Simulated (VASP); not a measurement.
Write the native input for VASP 6.6.1 that does the following.

```
Task                   : single point
Functional             : PBEsol
Potentials or basis    : VASP PAW PBE potentials, release 64 (Pt)
Cutoff                 : 520 eV
k mesh                 : 17 × 17 × 1
Occupations            : fermi-dirac, width 0.08 eV
Spin                   : no spin polarisation
Dipole correction      : yes
Further INCAR settings : ALGO = Normal; EDIFF = 1e-07; NBANDS = 33
```

The structure of Pt lies in POSCAR:

```
Pt
1.0
    2.7712080012      0.0000000000      0.0000000000
   -1.3856040006      2.3999365282      0.0000000000
    0.0000000000      0.0000000000     25.0507000000
Pt
5
Direct
    0.8333333333      0.1666666667      0.3196509584
    0.1666666667      0.8333333333      0.4105097613
    0.5000000000      0.5000000000      0.5000000193
    0.8333333333      0.1666666667      0.5894902467
    0.1666666667      0.8333333333      0.6803490143
```

These files were run (other wordings do the same):

INCAR

```
SYSTEM = Pt
ALGO = Normal
DIPOL = 0.5 0.5 0.500
EDIFF = 1E-7
ENCUT = 520
GGA = PS
IDIPOL = 3
ISIF = 2
ISMEAR = -1
LASPH = .True.
LCHARG = .True.
LDIPOL = .True.
LELF = .True.
LREAL = .False.
LVACPOTAV = .True.
LVHAR = .True.
LWAVE = .False.
NBANDS = 33
NELM = 80
PREC = Accurate
SIGMA = 0.08
```

KPOINTS

```
k-points
0
Gamma
  17 17 1
  0 0 0
```

Potentials or basis: VASP PAW PBE potentials, release 64 (Pt).

The run is started by

```console
$ cat potpaw_PBE.64/Pt/POTCAR > POTCAR
$ mpirun -np 1 vasp_std > vasp.out
```

Results of the run:

```yaml
Largest_force: 0.019 eV/Å
Band_gap_on_the_k_mesh: zero (bands 25 and 26 overlap by 1.53 eV)
```

Caveat: the PAW data sets were made with another functional, which shifts forces and pressure a little; spin-orbit coupling is left out, which moves the levels of the heavy elements.

Run time: 2.8 min on 1 thread of Intel(R) Xeon(R) 6975P-C (Granite Rapids), on a shared host, peak memory 0.4 GiB.
